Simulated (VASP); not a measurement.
# Sn2Ge (P-3m1) in VASP: single point with PBEsol

Aim: the single point of Sn2Ge with PBEsol.

Everything below comes from runs of VASP 6.6.1. Logs are shortened: lines on timing, memory, paths and dates and some standing lists are left out, and cuts for length are marked.

## (1) The cell of the first run

Symmetry: P-3m1, No. 164, trigonal system. The conventional cell has a = 4.498 Å, b = 4.498 Å, c = 11.058 Å, α = 90.00°, β = 90.00°, γ = 120.00°. Within 3.6 Å of Sn (site symmetry 3m) lie 3 Ge at 2.74 Å and 1 Sn at 2.87 Å. Sn (site symmetry 3m) has 4 Sn at 2.81 to 2.87 Å within 3.7 Å. Within 3.3 Å of Ge (site symmetry 3m) lie 1 Ge at 2.51 Å and 3 Sn at 2.74 Å.

## (2) Single point, PBEsol

INCAR

```
ALGO = Fast
EDIFF = 1E-6
ENCUT = 520
GGA = PS
ISIF = 2
ISMEAR = 0
LASPH = T
LCHARG = F
LREAL = F
LWAVE = F
NBANDS = 51
NELM = 80
PREC = Accurate
SIGMA = 0.1
```

KPOINTS

```
k-points
0
Gamma
  12 12 4
```

POSCAR

```
Sn2Ge
1.0
    4.4979755647      0.0000000000      0.0000000000
   -2.2489877824      3.8953611047      0.0000000000
    0.0000000000      0.0000000000     11.0582846443
Sn Ge
4 2
Direct
    0.3333333333      0.6666666667      0.8089017327
    0.6666666667      0.3333333333      0.1910982673
    0.3333333333      0.6666666667      0.5489270103
    0.6666666667      0.3333333333      0.4510729897
    0.0000000000      0.0000000000      0.8866967678
    0.0000000000      0.0000000000      0.1133032322
```

Potentials or basis: VASP PAW PBE potentials, release 64 (Sn_d, Ge_d).

Started as:

```console
$ cat potpaw_PBE.64/Sn_d/POTCAR potpaw_PBE.64/Ge_d/POTCAR > POTCAR
$ mpirun -np 1 vasp_std > vasp.out
```

OUTCAR:

```text
EDIFF = 1E-6
   ENCUT = 520
   GGA = PS
   ISIF = 2
   ISMEAR = 0
   LASPH = T
   LREAL = F
   NELM = 80
   PREC = Accurate

 ion  position               nearest neighbor table
   1  0.333  0.667  0.809-   5 2.74   5 2.74   5 2.74   3 2.87
   2  0.667  0.333  0.191-   6 2.74   6 2.74   6 2.74   4 2.87
   3  0.333  0.667  0.549-   4 2.81   4 2.81   4 2.81   1 2.87
   4  0.667  0.333  0.451-   3 2.81   3 2.81   3 2.81   2 2.87
   5  0.000  0.000  0.887-   6 2.51   1 2.74   1 2.74   1 2.74
   6  0.000  0.000  0.113-   5 2.51   2 2.74   2 2.74   2 2.74

  LATTYP: Found a hexagonal cell.
 ALAT       =     4.4979755647
 C/A-ratio  =     2.4585026053

  Lattice vectors:

 A1 = (   4.4979755647,   0.0000000000,   0.0000000000)
 A2 = (  -2.2489877824,   3.8953611047,   0.0000000000)
 A3 = (   0.0000000000,   0.0000000000,  11.0582846443)

Analysis of symmetry for initial positions (statically):
=====================================================================
 Subroutine PRICEL returns:
 Original cell was already a primitive cell.

 Routine SETGRP: Setting up the symmetry group for a
 hexagonal supercell.

 Subroutine GETGRP returns: Found 12 space group operations
 (whereof 12 operations were pure point group operations)
 out of a pool of 24 trial point group operations.

The static configuration has the point symmetry D_3d.

Analysis of symmetry for dynamics (positions and initial velocities):
=====================================================================
 Subroutine PRICEL returns:
 Original cell was already a primitive cell.

 Routine SETGRP: Setting up the symmetry group for a
 hexagonal supercell.

 Subroutine GETGRP returns: Found 12 space group operations
 (whereof 12 operations were pure point group operations)
 out of a pool of 24 trial point group operations.

The dynamic configuration has the point symmetry D_3d.

 Subroutine INISYM returns: Found 12 space group operations
 (whereof 12 operations are pure point group operations),
 and found     1 'primitive' translations

----------------------------------------------------------------------------------------

                                     Primitive cell

  volume of cell :     193.7548

  direct lattice vectors                    reciprocal lattice vectors
     4.497975565  0.000000000  0.000000000     0.222322239  0.128357805  0.000000000
    -2.248987782  3.895361105  0.000000000     0.000000000  0.256715609  0.000000000
     0.000000000  0.000000000 11.058284644     0.000000000  0.000000000  0.090429938

  length of vectors
     4.497975565  4.497975565 11.058284644     0.256715609  0.256715609  0.090429938

  position of ions in fractional coordinates (direct lattice)
     0.333333333  0.666666667  0.808901733
     0.666666667  0.333333333  0.191098267
     0.333333333  0.666666667  0.548927010
     0.666666667  0.333333333  0.451072990
     0.000000000  0.000000000  0.886696768
     0.000000000  0.000000000  0.113303232

  ion indices of the primitive-cell ions
   primitive index   ion index
                 1           1
                 2           2
                 3           3
                 4           4
                 5           5
                 6           6

----------------------------------------------------------------------------------------

 KPOINTS: k-points

Automatic generation of k-mesh.
 Grid dimensions read from file:
 generate k-points for:   12   12    4

 Generating k-lattice:

  Cartesian coordinates                     Fractional coordinates (reciprocal lattice)
     0.018526853  0.010696484  0.000000000     0.083333333  0.000000000  0.000000000
     0.000000000  0.021392967  0.000000000     0.000000000  0.083333333  0.000000000
     0.000000000  0.000000000  0.022607485     0.000000000  0.000000000  0.250000000

  Length of vectors
     0.021392967  0.021392967  0.022607485

  Shift w.r.t. Gamma in fractional coordinates (k-lattice)
     0.000000000  0.000000000  0.000000000

 Subroutine IBZKPT returns following result:
 ===========================================

 Found     69 irreducible k-points:

 Following reciprocal coordinates:
            Coordinates               Weight
  0.000000  0.000000  0.000000      1.000000
  0.083333 -0.000000  0.000000      6.000000
  0.166667  0.000000  0.000000      6.000000
  0.250000  0.000000  0.000000      6.000000
  0.333333  0.000000  0.000000      6.000000
  0.416667  0.000000  0.000000      6.000000
[... 16 lines left out ...]
  0.166667  0.000000  0.250000      6.000000
  0.000000  0.166667  0.250000      6.000000
 [... further k-points ...]
   k-points           NKPTS =     69   k-points in BZ     NKDIM =     69   number of bands    NBANDS=     51
   number of dos      NEDOS =    301   number of ions     NIONS =      6
   total plane-waves  NPLWV = 108864
   dimension x,y,z NGX =    36 NGY =   36 NGZ =   84
   dimension x,y,z NGXF=    72 NGYF=   72 NGZF=  168
   ions per type =               4   2
   NGX,Y,Z   is equivalent  to a cutoff of  13.31, 13.31, 12.63 a.u.
   NGXF,Y,Z  is equivalent  to a cutoff of  26.61, 26.61, 25.26 a.u.
 SYSTEM =  unknown system
   PREC   = accura    normal or accurate (medium, high low for compatibility)
   ISTART =      0    job   : 0-new  1-cont  2-samecut
   ICHARG =      2    charge: 1-file 2-atom 10-const
   ISPIN  =      1    spin polarized calculation?
   LNONCOLLINEAR =      F non collinear calculations
   LSORBIT =      F    spin-orbit coupling
   LASPH  =      T    aspherical Exc in radial PAW
   ENCUT  =  520.0 eV  38.22 Ry    6.18 a.u.   8.36  8.36 20.56*2*pi/ulx,y,z
   NELM   =     80;   NELMIN=  2; NELMDL= -5     # of ELM steps
   EDIFF  = 0.1E-05   stopping-criterion for ELM
   LREAL  =      F    real-space projection
   EDIFFG = 0.1E-04   stopping-criterion for IOM
   NSW    =      0    number of steps for IOM
   IBRION =     -1    ionic relax: 0-MD 1-quasi-New 2-CG
   NFREE  =      0    steps in history (QN), initial steepest desc. (CG)
   ISIF   =      2    stress and relaxation
   ISYM   =      2    0-nonsym 1-usesym 2-fastsym
   POTIM  = 0.5000    time-step for ionic-motion
   TEBEG  =    0.0;   TEEND  =   0.0 temperature during run
   PSTRESS=    0.0 pullay stress
   NELECT =      84.0000    total number of electrons
   NUPDOWN=      -1.0000    fix difference up-down
   EMIN   =  10.00;   EMAX   =-10.00  energy-range for DOS
   EFERMI =   0.00;   METHOD = LEGACY
   ISMEAR =     0;   SIGMA  =   0.10  broadening in eV -4-tet -1-fermi 0-gaus
   EFERMI_NEDOS =   21; number of points for ismear=-14 and -15
   IALGO  =     68    algorithm
   IMIX   =      4    mixing-type and parameters
     AMIX     =   0.40;   BMIX     =  1.00
     AMIX_MAG =   1.60;   BMIX_MAG =  1.00
  volume/ion in A,a.u.               =      32.29       217.92
  Fermi-wavevector in a.u.,A,eV,Ry     =   1.239035  2.341437 20.887785  1.535209
  Thomas-Fermi vector in A             =   2.373536
   LORBIT       =      0    0 simple, 1 ext, 2 COOP (PROOUT), +10 PAW based schemes
   GGA     = PS    functional components
   LHFCALC =     F    Hartree Fock is set to
   AEXX    =    0.0000 exact exchange contribution
   IVDW    =     0    specifies the selected vdW correction
   LEPSILON=     F    determine dielectric tensor
   LRPA    =     F    only Hartree local field effects (RPA)
 non-spin polarized calculation
 RMM-DIIS sequential band-by-band and
 Gauss-broadening in eV      SIGMA  =   0.10
  energy-cutoff  :      520.00
  volume of cell :      193.75
 maximum number of plane-waves:      5268
 NGX is ok and might be reduce to    36
   NGX = 17   NGY = 17   NGZ = 41

 number of electron      84.0000032 magnetization

 Free energy of the ion-electron system (eV)
  ---------------------------------------------------
  ext. energy  EPLUGINS =         0.00000000
  ---------------------------------------------------
  free energy    TOTEN  =       -26.51594604 eV

  energy without entropy =      -26.51310897  energy(sigma->0) =      -26.51452751

 E-fermi :   4.7059     XC(G=0):  -9.0722

 val. band max:        4.6902496432   @ k =   0.0833  -0.0000   0.0000
 cond. band min:       4.7630971239   @ k =   0.0000   0.0000   0.2500
 fundamental gap:      0.0728474806
 Fermi energy:         4.7059062200

 k-point     1 :       0.0000    0.0000    0.0000
  band No.  band energies     occupation
      1     -19.9548      2.00000
      2     -19.8871      2.00000
      3     -19.8871      2.00000
      4     -19.8697      2.00000
      5     -19.8697      2.00000
      6     -19.8585      2.00000
[... 43 lines left out ...]
     50       7.8531      0.00000
     51       8.2106      0.00000

 k-point     2 :       0.0833   -0.0000    0.0000
  band No.  band energies     occupation
      1     -19.9548      2.00000
      2     -19.8871      2.00000
      3     -19.8871      2.00000
      4     -19.8696      2.00000
      5     -19.8696      2.00000
      6     -19.8585      2.00000
[... 43 lines left out ...]
     50       7.9372      0.00000
     51       8.2930      0.00000

 k-point     3 :       0.1667    0.0000    0.0000
  band No.  band energies     occupation
      1     -19.9549      2.00000
      2     -19.8872      2.00000
      3     -19.8870      2.00000
      4     -19.8696      2.00000
      5     -19.8696      2.00000
      6     -19.8585      2.00000
[... 43 lines left out ...]
     50       8.3415      0.00000
     51       9.0585      0.00000
[... 1027 lines left out ...]
 k-point    23 :       0.1667    0.0000    0.2500
  band No.  band energies     occupation
      1     -19.9549      2.00000
      2     -19.8872      2.00000
      3     -19.8870      2.00000
      4     -19.8696      2.00000
      5     -19.8696      2.00000
      6     -19.8585      2.00000
[... 43 lines left out ...]
     50       8.2457      0.00000
     51       8.5973      0.00000

 k-point    24 :       0.0000    0.1667    0.2500
  band No.  band energies     occupation
      1     -19.9549      2.00000
      2     -19.8872      2.00000
      3     -19.8870      2.00000
      4     -19.8696      2.00000
      5     -19.8696      2.00000
      6     -19.8585      2.00000
[... 43 lines left out ...]
     50       8.2759      0.00000
     51       8.3055      0.00000

 [... further k-points ...]

------------------------ aborting loop because EDIFF is reached ----------------------------------------

  FORCE on cell =-STRESS in cart. coord.  units (eV):
  Direction    XX          YY          ZZ          XY          YZ          ZX
  --------------------------------------------------------------------------------------
  -------------------------------------------------------------------------------------
  Total       -2.6497791     -2.6497791     -2.6569609      0.0000000     -0.0000000      0.0000000
  in kB      -21.9112760    -21.9112760    -21.9706636      0.0000000     -0.0000000      0.0000000
  external PRESSURE =     -21.9310719 kB  Pullay stress =       0.0000000 kB

 VOLUME and BASIS-vectors are now :
 -----------------------------------------------------------------------------
  energy-cutoff  :      520.00
  volume of cell :      193.75
      direct lattice vectors                 reciprocal lattice vectors
     4.497975565  0.000000000  0.000000000     0.222322239  0.128357805  0.000000000
    -2.248987782  3.895361105  0.000000000     0.000000000  0.256715609  0.000000000
     0.000000000  0.000000000 11.058284644     0.000000000  0.000000000  0.090429938

 POSITION                                       TOTAL-FORCE (eV/Angst)
 -----------------------------------------------------------------------------------
     -0.00000      2.59691      8.94507         0.000000     -0.000000     -0.004216
      2.24899      1.29845      2.11322        -0.000000      0.000000      0.004216
     -0.00000      2.59691      6.07019        -0.000000     -0.000000     -0.027192
      2.24899      1.29845      4.98809         0.000000      0.000000      0.027192
      0.00000      0.00000      9.80535        -0.000000      0.000000      0.030776
      0.00000      0.00000      1.25294         0.000000     -0.000000     -0.030776
 -----------------------------------------------------------------------------------
    total drift:                               -0.000000      0.000000      0.000000

  FREE ENERGIE OF THE ION-ELECTRON SYSTEM (eV)
  ---------------------------------------------------
  free  energy   TOTEN  =       -26.5159460445 eV

  energy  without entropy=      -26.5131089709  energy(sigma->0) =      -26.51452751
```

It took 17 min on 1 thread of Intel Xeon Platinum 8488C (Sapphire Rapids), shared host; peak memory 0.67 GiB.

What came out:

```
Free energy            : -26.5159 eV
Pressure               : -2.2 GPa
Largest force          : 0.031 eV/Å
Band gap on the k mesh : zero (bands 42 and 43 overlap by 0.28 eV)
```

Forces in eV/Å, atoms in the order of the input:
```
Sn   0.000  0.000 -0.004
Sn   0.000  0.000  0.004
Sn   0.000  0.000 -0.027
Sn   0.000  0.000  0.027
Ge   0.000  0.000  0.031
Ge   0.000  0.000 -0.031
```

Levels at points of the mesh, in eV from the Fermi level:
| k point | band 40 | band 41 | band 42 | band 43 | band 44 | band 45 |
| --- | --- | --- | --- | --- | --- | --- |
| (0.00, 0.00, 0.00) | -0.63 | -0.54 | -0.04 | 0.18 | 0.18 | 0.66 |
| (0.50, 0.00, 0.00) | -2.35 | -1.53 | -1.39 | 0.67 | 0.75 | 1.17 |
| (0.00, 0.00, 0.50) | -0.39 | -0.39 | -0.11 | -0.11 | 0.25 | 0.99 |
| (0.50, 0.00, 0.50) | -1.92 | -1.13 | -1.03 | -0.22 | 0.70 | 1.34 |

Caveat: semilocal functionals underestimate gaps, so a narrow gap can read as zero; the PAW data sets were made with another functional, which shifts forces and pressure a little; spin-orbit coupling is left out, which moves the levels of the heavy elements.
